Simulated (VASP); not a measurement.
Runs of VASP 6.6.1 on Rb3TaP2. The structure is that of space group P6/mmm (No. 191), or close to it. The cells are those of the table. 

```tsv
task	cell	k mesh	cutoff (eV)	gap on the mesh (eV)	pressure (GPa)	relaxed volume (Å³/atom)
relaxation of cell and atoms	relaxed from a = 5.785, b = 5.785, c = 5.720 Å, angles 90.0, 90.0, 120.0°, 6 atoms	9 × 9 × 8	600	none	0.0	27.90
single point	a = 5.788, b = 5.788, c = 5.732 Å, angles 90.0, 90.0, 120.0°, 6 atoms	9 × 9 × 8	520	none	0.2	-
single point	a = 5.785, b = 5.785, c = 5.720 Å, angles 90.0, 90.0, 120.0°, 6 atoms	3 × 3 × 4	520	none	0.2	-
single point	a = 6.938, b = 6.938, c = 4.342 Å, angles 90.0, 90.0, 120.0°, 6 atoms	3 × 3 × 4	520	none	(a)	-
relaxation of cell and atoms	relaxed from a = 6.938, b = 6.938, c = 4.342 Å, angles 90.0, 90.0, 120.0°, 6 atoms	3 × 3 × 4	600	none	0.0	27.80
```

Alike in all rows: level PBE; potentials or basis VASP PAW PBE potentials, release 64 (Rb_sv, Ta_pv, P); no spin polarisation; smearing gaussian 0.1 eV.

Question: Fill in the values left out.

Answer: (a) 5.6.

Caveats: some runs use coarse meshes; spin-orbit coupling is left out, which moves the levels of the heavy elements.

A k mesh can miss the band edges, and the runs leave out spin-orbit coupling on Rb, Ta.

A gap of «none» marks levels without a gap at the run's occupations.
